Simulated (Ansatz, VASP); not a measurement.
Two plane-wave programs on BP

Contents of INCAR:

```
  PREC = Accurate
  ENCUT = 520
  EDIFF = 1E-6
  ISMEAR = 0
  SIGMA = 0.05
  LREAL = False
  LASPH = True
  NELM = 80
  ALGO = Normal
  ISIF = 2
  LWAVE = False
  LCHARG = True
  GGA = PE
  LELF = True
  LVHAR = True
  NBANDS = 11
```

File KPOINTS:

```
Automatic mesh
0
Gamma
  12 12 12
```

File POSCAR:

```
BP
1.0
    0.0000000000      2.3000860547      2.2080826125
    2.3000860547      0.0000000000      2.2080826125
    2.3000860547      2.3000860547      0.0000000000
B P
1 1
Direct
    0.0000000000      0.0000000000      0.0000000000
    0.7500000000      0.7500000000      0.7500000000
```

Input for Ansatz:

```yaml
crystal:
  lattice:
    - [0.0, 2.3000860547, 2.2080826125]
    - [2.3000860547, 0.0, 2.2080826125]
    - [2.3000860547, 2.3000860547, 0.0]
  atoms:
    - { symbol: B, position: [0.0, 0.0, 0.0] }
    - { symbol: P, position: [0.75, 0.75, 0.75] }
basis:
  ecutwfc: 420
kpoints:
  mp_grid: { grid: [12, 12, 12] }
hamiltonian:
  xc: pbe
scf:
  occupations: { method: gaussian, width: 0.05 }
output:
  forces: true
  stress: true
  eigenvalues: true
```

Alike in both runs: task single point; functional PBE; k mesh 12 × 12 × 12; occupations gaussian, width 0.05 eV; no spin polarisation.

|  | VASP | Ansatz |
| --- | --- | --- |
| version | VASP 6.6.1 | Ansatz 0.2.0 |
| potentials or method | VASP PAW PBE potentials, release 64 (B, P), cutoff 520 eV | scalar-relativistic, plane waves, PAW |
| valence electrons in the cell | 8 | 8 |

|  | VASP | Ansatz | Ansatz less VASP |
| --- | --- | --- | --- |
| gap on the k mesh at the Fermi level (eV) | 0.63 | 0.64 | +0.005 |
| least direct gap on the mesh (eV) | 3.00 | 3.00 | +0.004 |
| pressure (GPa) | 0.9 | 1.1 | +0.23 |
| traceless stress, the component that is largest in VASP (GPa) | 6.89 | 6.88 | -0.011 |

The functional is the same, so the differences come from potentials, cutoffs and numerics.
